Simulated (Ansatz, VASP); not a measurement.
Se in VASP and in Ansatz

The input POSCAR:

```
Se
1.0
    2.6969002421      0.0000000000      0.0000000000
    0.0000000000      2.6969002421      0.0000000000
    0.0000000000      0.0000000000      2.6969002421
Se
1
Direct
    0.0000000000      0.0000000000      0.0000000000
```

The input INCAR.step1:

```
SYSTEM = Se
ALGO = Normal ; EDIFF = 1E-4
ENCUT = 520 ; GGA = PE
ISMEAR = -1 ; LASPH = .TRUE.
LCHARG = .FALSE. ; LREAL = .FALSE.
LWAVE = .TRUE. ; NBANDS = 9
NELM = 100 ; PREC = Accurate
SIGMA = 0.1
```

The input INCAR.step2:

```
SYSTEM = Se
ALGO = Normal ; EDIFF = 1E-7
ENCUT = 520 ; ISIF = 2
ISMEAR = -1 ; ISTART = 1
LASPH = .TRUE. ; LCHARG = .TRUE.
LELF = .TRUE. ; LMIXTAU = .TRUE.
LREAL = .FALSE. ; LVHAR = .TRUE.
LWAVE = .FALSE. ; METAGGA = R2SCAN
NBANDS = 9 ; NELM = 100
PREC = Accurate ; SIGMA = 0.1
```

Contents of KPOINTS:

```
k-points
0
G
  13 13 13
  0 0 0
```

Input for Ansatz:

```yaml
crystal:
  lattice:
    - [2.6969002421, 0.0, 0.0]
    - [0.0, 2.6969002421, 0.0]
    - [0.0, 0.0, 2.6969002421]
  atoms:
    - { symbol: Se, position: [0.0, 0.0, 0.0] }
hamiltonian:
  xc: r2scan
  pseudopotentials:
    kind: paw
    azcp:
      Se: "pseudopotentials/Se.paw.azcp"
basis:
  ecutwfc: 500
  fft_grid_basis: typed
kpoints:
  mp_grid: { grid: [13, 13, 13], shift: [0, 0, 0] }
magnetization:
  spin_polarized: false
scf:
  occupations: { method: fermi_dirac, width: 0.1 }
  lower_state_search: "off"
output:
  stress: true
```

Alike in both runs: task single point; functional r2SCAN; k mesh 13 × 13 × 13; occupations fermi-dirac, width 0.1 eV; no spin polarisation.

```csv
,VASP,Ansatz
version,VASP 6.6.1,Ansatz 0.2.0
potentials or method,"VASP PAW PBE potentials, release 64 (Se), cutoff 520 eV","plane waves (500 eV) with PAW, scalar-relativistic"
valence electrons in the cell,6,16
```

Ansatz gave:

* pressure (GPa): 13.2

Task: Which values does VASP return?

Result: Pressure (GPa): 13.1.

VASP's potentials were made for PBE, not for r2SCAN. VASP's potentials hold 6 valence electrons a cell and Ansatz's 16, so a difference there can come from the potentials and not from the codes.
